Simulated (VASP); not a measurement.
# Al (I4/mmm) in VASP: notebook

Al is run at these levels: PBEsol; tasks: single point.

Everything below comes from runs of VASP 6.6.1. Logs are shortened: lines on timing, memory, paths and dates and some standing lists are left out, and cuts for length are marked.

## Step 1: The cell of the first run

Symmetry: I4/mmm, No. 139, tetragonal system. The conventional cell has a = 3.294 Å, b = 3.294 Å, c = 3.182 Å, α = 90.00°, β = 90.00°, γ = 90.00°. Within 3.7 Å of Al (site symmetry 4/mmm) lie 14 Al at 2.82 to 3.29 Å.

## Step 2: Single point, PBEsol (strain +0.0350 x Voigt [1, 1, 0, 0, 0, 0])

Contents of INCAR:

```
SYSTEM = Al
ALGO = Normal
EDIFF = 1E-6
ENCUT = 520
GGA = PS
ISIF = 2
ISMEAR = 0
LASPH = .True.
LCHARG = .False.
LREAL = .False.
LWAVE = .False.
NBANDS = 8
NELM = 100
PREC = Accurate
SIGMA = 0.15
```

Contents of KPOINTS:

```
k-points
0
Gamma
  20 20 20
  0 0 0
```

Contents of POSCAR:

```
Al
1.0
   -1.6469113441      1.6469113441      1.5912186900
    1.6469113441     -1.6469113441      1.5912186900
    1.6469113441      1.6469113441     -1.5912186900
Al
1
Direct
    0.0000000000      0.0000000000      0.0000000000
```

Potentials or basis: VASP PAW PBE potentials, release 64 (Al).

Launch:

```console
$ cat potpaw_PBE.64/Al/POTCAR > POTCAR
$ mpirun -np 1 vasp_std > vasp.out
```

OUTCAR:

```text
SYSTEM = Al
   EDIFF = 1E-6
   ENCUT = 520
   GGA = PS
   ISIF = 2
   ISMEAR = 0
   LASPH = .True.
   LREAL = .False.
   NELM = 100
   PREC = Accurate

 ion  position               nearest neighbor table
   1  0.000  0.000  0.000-

  LATTYP: Found a body centered tetragonal cell.
 ALAT       =     3.2938226882
 C/A-ratio  =     0.9661835749

  Lattice vectors:

 A1 = (  -1.6469113441,   1.6469113441,   1.5912186900)
 A2 = (   1.6469113441,  -1.6469113441,   1.5912186900)
 A3 = (   1.6469113441,   1.6469113441,  -1.5912186900)

Analysis of symmetry for initial positions (statically):
=====================================================================
 Subroutine PRICEL returns:
 Original cell was already a primitive cell.

 Routine SETGRP: Setting up the symmetry group for a
 body centered tetragonal supercell.

 Subroutine GETGRP returns: Found 16 space group operations
 (whereof 16 operations were pure point group operations)
 out of a pool of 16 trial point group operations.

The static configuration has the point symmetry D_4h.

Analysis of symmetry for dynamics (positions and initial velocities):
=====================================================================
 Subroutine PRICEL returns:
 Original cell was already a primitive cell.

 Routine SETGRP: Setting up the symmetry group for a
 body centered tetragonal supercell.

 Subroutine GETGRP returns: Found 16 space group operations
 (whereof 16 operations were pure point group operations)
 out of a pool of 16 trial point group operations.

The dynamic configuration has the point symmetry D_4h.

 Subroutine INISYM returns: Found 16 space group operations
 (whereof 16 operations are pure point group operations),
 and found     1 'primitive' translations

----------------------------------------------------------------------------------------

                                     Primitive cell

  volume of cell :      17.2636

  direct lattice vectors                    reciprocal lattice vectors
    -1.646911344  1.646911344  1.591218690     0.000000000  0.303598613  0.314224565
     1.646911344 -1.646911344  1.591218690     0.303598613  0.000000000  0.314224565
     1.646911344  1.646911344 -1.591218690     0.303598613  0.303598613  0.000000000

  length of vectors
     2.820746509  2.820746509  2.820746509     0.436931568  0.436931568  0.429353276

  position of ions in fractional coordinates (direct lattice)
     0.000000000  0.000000000  0.000000000

  ion indices of the primitive-cell ions
   primitive index   ion index
                 1           1

----------------------------------------------------------------------------------------

 KPOINTS: k-points

Automatic generation of k-mesh.
 Grid dimensions read from file:
 generate k-points for:   20   20   20

 Generating k-lattice:

  Cartesian coordinates                     Fractional coordinates (reciprocal lattice)
     0.000000000  0.015179931  0.015711228     0.050000000  0.000000000 -0.000000000
     0.015179931  0.000000000  0.015711228     0.000000000  0.050000000 -0.000000000
     0.015179931  0.015179931  0.000000000     0.000000000  0.000000000  0.050000000

  Length of vectors
     0.021846578  0.021846578  0.021467664

  Shift w.r.t. Gamma in fractional coordinates (k-lattice)
     0.000000000  0.000000000  0.000000000

 Subroutine IBZKPT returns following result:
 ===========================================

 Found    641 irreducible k-points:

 Following reciprocal coordinates:
            Coordinates               Weight
  0.000000  0.000000  0.000000      1.000000
  0.050000  0.000000 -0.000000      8.000000
  0.100000  0.000000  0.000000      8.000000
  0.150000  0.000000  0.000000      8.000000
  0.200000  0.000000  0.000000      8.000000
  0.250000 -0.000000  0.000000      8.000000
[... 16 lines left out ...]
 -0.400000  0.050000  0.000000     16.000000
 -0.350000  0.050000  0.000000     16.000000
 [... further k-points ...]
   k-points           NKPTS =    641   k-points in BZ     NKDIM =    641   number of bands    NBANDS=      8
   number of dos      NEDOS =    301   number of ions     NIONS =      1
   total plane-waves  NPLWV =  13824
   dimension x,y,z NGX =    24 NGY =   24 NGZ =   24
   dimension x,y,z NGXF=    48 NGYF=   48 NGZF=   48
   ions per type =               1
   NGX,Y,Z   is equivalent  to a cutoff of  14.14, 14.14, 14.14 a.u.
   NGXF,Y,Z  is equivalent  to a cutoff of  28.29, 28.29, 28.29 a.u.
 SYSTEM =  Al
   PREC   = accura    normal or accurate (medium, high low for compatibility)
   ISTART =      0    job   : 0-new  1-cont  2-samecut
   ICHARG =      2    charge: 1-file 2-atom 10-const
   ISPIN  =      1    spin polarized calculation?
   LNONCOLLINEAR =      F non collinear calculations
   LSORBIT =      F    spin-orbit coupling
   LASPH  =      T    aspherical Exc in radial PAW
   ENCUT  =  520.0 eV  38.22 Ry    6.18 a.u.   5.24  5.24  5.24*2*pi/ulx,y,z
   NELM   =    100;   NELMIN=  2; NELMDL= -5     # of ELM steps
   EDIFF  = 0.1E-05   stopping-criterion for ELM
   LREAL  =      F    real-space projection
   EDIFFG = 0.1E-04   stopping-criterion for IOM
   NSW    =      0    number of steps for IOM
   IBRION =     -1    ionic relax: 0-MD 1-quasi-New 2-CG
   NFREE  =      0    steps in history (QN), initial steepest desc. (CG)
   ISIF   =      2    stress and relaxation
   ISYM   =      2    0-nonsym 1-usesym 2-fastsym
   POTIM  = 0.5000    time-step for ionic-motion
   TEBEG  =    0.0;   TEEND  =   0.0 temperature during run
   PSTRESS=    0.0 pullay stress
   NELECT =       3.0000    total number of electrons
   NUPDOWN=      -1.0000    fix difference up-down
   EMIN   =  10.00;   EMAX   =-10.00  energy-range for DOS
   EFERMI =   0.00;   METHOD = LEGACY
   ISMEAR =     0;   SIGMA  =   0.15  broadening in eV -4-tet -1-fermi 0-gaus
   EFERMI_NEDOS =   21; number of points for ismear=-14 and -15
   IALGO  =     38    algorithm
   IMIX   =      4    mixing-type and parameters
     AMIX     =   0.40;   BMIX     =  1.00
     AMIX_MAG =   1.60;   BMIX_MAG =  1.00
  volume/ion in A,a.u.               =      17.26       116.50
  Fermi-wavevector in a.u.,A,eV,Ry     =   0.913563  1.726384 11.355385  0.834597
  Thomas-Fermi vector in A             =   2.038089
   LORBIT       =      0    0 simple, 1 ext, 2 COOP (PROOUT), +10 PAW based schemes
   GGA     = PS    functional components
   LHFCALC =     F    Hartree Fock is set to
   AEXX    =    0.0000 exact exchange contribution
   IVDW    =     0    specifies the selected vdW correction
   LEPSILON=     F    determine dielectric tensor
   LRPA    =     F    only Hartree local field effects (RPA)
 non-spin polarized calculation
 Gauss-broadening in eV      SIGMA  =   0.15
  energy-cutoff  :      520.00
  volume of cell :       17.26
 maximum number of plane-waves:       482
 NGX is ok and might be reduce to    24
   NGX = 11   NGY = 11   NGZ = 11

 number of electron       3.0000000 magnetization

 Free energy of the ion-electron system (eV)
  ---------------------------------------------------
  ext. energy  EPLUGINS =         0.00000000
  ---------------------------------------------------
  free energy    TOTEN  =        -3.99116269 eV

  energy without entropy =       -3.98611799  energy(sigma->0) =       -3.98864034

 E-fermi :   7.4783     XC(G=0): -10.0966

 val. band max:        7.4706652336   @ k =   0.4500   0.2500   0.1000
 cond. band min:       7.4819998464   @ k =  -0.3000  -0.4000   0.2500
 fundamental gap:      0.0113346127
 Fermi energy:         7.4782528404

 k-point     1 :       0.0000    0.0000    0.0000
  band No.  band energies     occupation
      1      -3.3299      2.00000
      2      19.9502      0.00000
      3      20.7380      0.00000
      4      20.7380      0.00000
      5      21.3570      0.00000
      6      21.3570      0.00000
      7      21.7575      0.00000
      8      22.9440      0.00000

 k-point     2 :       0.0500    0.0000   -0.0000
  band No.  band energies     occupation
      1      -3.2592      2.00000
      2      19.4411      0.00000
      3      19.6758      0.00000
      4      20.2467      0.00000
      5      21.1412      0.00000
      6      22.0823      0.00000
      7      22.1626      0.00000
      8      22.8531      0.00000

 k-point     3 :       0.1000    0.0000    0.0000
  band No.  band energies     occupation
      1      -3.0474      2.00000
      2      17.8492      0.00000
      3      18.5850      0.00000
      4      19.4826      0.00000
      5      20.4174      0.00000
      6      21.8602      0.00000
      7      22.9491      0.00000
      8      23.4232      0.00000

 k-point     4 :       0.1500    0.0000    0.0000
  band No.  band energies     occupation
      1      -2.6951      2.00000
      2      15.8294      0.00000
      3      17.7697      0.00000
      4      18.6457      0.00000
      5      19.6568      0.00000
      6      21.1484      0.00000
      7      23.5049      0.00000
      8      23.9034      0.00000

 k-point     5 :       0.2000    0.0000    0.0000
  band No.  band energies     occupation
      1      -2.2032      2.00000
      2      13.8041      0.00000
      3      17.0529      0.00000
      4      17.8461      0.00000
      5      18.9494      0.00000
      6      20.4779      0.00000
      7      24.0382      0.00000
      8      24.4324      0.00000
[... 177 lines left out ...]
 k-point    22 :      -0.4500    0.0500    0.0000
  band No.  band energies     occupation
      1       1.7200      2.00000
      2       5.8452      2.00000
      3      14.1938      0.00000
      4      15.5560      0.00000
      5      17.4910      0.00000
      6      19.2545      0.00000
      7      27.0481      0.00000
      8      28.1044      0.00000

 k-point    23 :      -0.4000    0.0500    0.0000
  band No.  band energies     occupation
      1       0.6266      2.00000
      2       7.4398      1.28325
      3      14.4007      0.00000
      4      15.8430      0.00000
      5      17.7086      0.00000
      6      19.5226      0.00000
      7      26.1952      0.00000
      8      27.4018      0.00000

 k-point    24 :      -0.3500    0.0500    0.0000
  band No.  band energies     occupation
      1      -0.3377      2.00000
      2       9.1513      0.00000
      3      14.7302      0.00000
      4      16.2504      0.00000
      5      18.0471      0.00000
      6      19.8962      0.00000
      7      25.3352      0.00000
      8      26.6271      0.00000

 [... further k-points ...]
[... 5 lines left out ...]
  --------------------------------------------------------------------------------------
  -------------------------------------------------------------------------------------
  Total       -0.2534253     -0.2534253     -0.3704911      0.0000000     -0.0000000      0.0000000
  in kB      -23.5196190    -23.5196190    -34.3841336      0.0000000     -0.0000000      0.0000000
  external PRESSURE =     -27.1411238 kB  Pullay stress =       0.0000000 kB

 VOLUME and BASIS-vectors are now :
 -----------------------------------------------------------------------------
  energy-cutoff  :      520.00
  volume of cell :       17.26
      direct lattice vectors                 reciprocal lattice vectors
    -1.646911344  1.646911344  1.591218690     0.000000000  0.303598613  0.314224565
     1.646911344 -1.646911344  1.591218690     0.303598613  0.000000000  0.314224565
     1.646911344  1.646911344 -1.591218690     0.303598613  0.303598613  0.000000000

 POSITION                                       TOTAL-FORCE (eV/Angst)
 -----------------------------------------------------------------------------------
      0.00000      0.00000      0.00000        -0.000000      0.000000     -0.000000
 -----------------------------------------------------------------------------------
    total drift:                                0.000000      0.000000      0.000000

  FREE ENERGIE OF THE ION-ELECTRON SYSTEM (eV)
  ---------------------------------------------------
  free  energy   TOTEN  =        -3.9911626932 eV

  energy  without entropy=       -3.9861179944  energy(sigma->0) =       -3.98864034
```

Wall time 36 s (1 thread of Intel Xeon 6975P-C, shared host); peak memory 0.19 GiB.

Results:

```yaml
Free_energy: -3.9912 eV
Pressure: -2.7 GPa
```

Stress tensor (GPa, compression positive):
```
-2.35  0.00  0.00
 0.00 -2.35  0.00
 0.00  0.00 -3.44
```

Levels at points of the mesh, in eV from the Fermi level:
```
           k point  band 1  band 2  band 3  band 4  band 5  band 6
(0.00, 0.00, 0.00)  -10.81   12.47   13.26   13.26   13.88   13.88
(0.50, 0.00, 0.00)   -4.09   -3.69    7.63    7.93    9.39   10.92
(0.50, 0.50, 0.00)   -4.25   -4.01    8.26    8.64   10.21   11.30
(0.50, 0.50, 0.50)    1.50    1.50    2.43    2.87    3.10    5.21
```

Caveat: the cell differs from its parent crystal (strain +0.0350 x Voigt [1, 1, 0, 0, 0, 0]); the PAW data sets were made with another functional, which shifts forces and pressure a little.

## Step 3: Single point, PBEsol (strain +0.0400 x Voigt [1, 1, 0, 0, 0, 0])

Contents of INCAR:

```
SYSTEM = Al
PREC = Accurate ; ENCUT = 520
EDIFF = 1E-6 ; ISMEAR = 0
SIGMA = 0.15 ; LREAL = .False.
LASPH = .True. ; NELM = 60
ALGO = Normal ; ISIF = 2
LWAVE = .False. ; LCHARG = .False.
GGA = PS ; NBANDS = 8
```

Contents of KPOINTS:

```
Automatic mesh
0
Gamma
  20 20 20
  0 0 0
```

Contents of POSCAR:

```
Al
1.0
   -1.6548674376      1.6548674376      1.5912186900
    1.6548674376     -1.6548674376      1.5912186900
    1.6548674376      1.6548674376     -1.5912186900
Al
1
Direct
    0.0000000000      0.0000000000      0.0000000000
```

Potentials or basis: VASP PAW PBE potentials, release 64 (Al).

Launch:

```console
$ cat potpaw_PBE.64/Al/POTCAR > POTCAR
$ mpirun -np 1 vasp_std > vasp.out
```

Run time: 38 s. Hardware: 1 thread of Intel Xeon 6975P-C, shared host; peak memory 0.19 GiB.

Results (log left out):

```yaml
Free_energy: -3.9884 eV
Pressure: -3.3 GPa
```

Stress tensor (GPa, compression positive):
```
-2.87  0.00  0.00
 0.00 -2.87  0.00
 0.00  0.00 -4.15
```

Levels at points of the mesh, in eV from the Fermi level:
| k point | band 1 | band 2 | band 3 | band 4 |
| --- | --- | --- | --- | --- |
| (0.00, 0.00, 0.00) | -10.74 | 12.35 | 13.24 | 13.24 |
| (0.50, 0.00, 0.00) | -4.04 | -3.67 | 7.53 | 7.88 |
| (0.50, 0.50, 0.00) | -4.22 | -4.03 | 8.25 | 8.69 |
| (0.50, 0.50, 0.50) | 1.45 | 1.45 | 2.50 | 2.86 |

Caveat: the cell differs from its parent crystal (strain +0.0400 x Voigt [1, 1, 0, 0, 0, 0]); the PAW data sets were made with another functional, which shifts forces and pressure a little.
